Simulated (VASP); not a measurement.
Runs of VASP 6.6.1 on GaP. The structure is that of space group F-43m (No. 216), or close to it. The cells are those of the table. 

```csv
task,level,cell,cutoff (eV),gap on the mesh (eV),pressure (GPa),relaxed volume (Å³/atom)
single point,revPBE+D3(BJ),"a = 3.833 Å, angles 60.0°, 2 atoms",520,1.69,-0.1,-
relaxation of cell and atoms,r2SCAN+rVV10,"relaxed from a = 3.854 Å, angles 60.0°, 2 atoms",600,1.84,0.0,(a)
single point,r2SCAN+rVV10,"a = 3.844 Å, angles 60.0°, 2 atoms",520,1.84,0.0,-
single point,r2SCAN+D4,"a = 3.840 Å, angles 60.0°, 2 atoms",520,1.89,-0.1,-
relaxation of cell and atoms,r2SCAN+D4,"relaxed from a = 3.854 Å, angles 60.0°, 2 atoms",600,1.89,0.0,20.01
```

Alike in all rows: potentials or basis VASP PAW PBE potentials, release 64 (Ga_d, P); no spin polarisation; k mesh 6 × 6 × 6; smearing gaussian 0.01 eV.

Estimate the missing entries.

(a) 20.08.

Caveats: the PAW data sets were made with another functional, which shifts forces and pressure a little.

A k mesh can miss the band edges, and the runs leave out spin-orbit coupling on Ga.
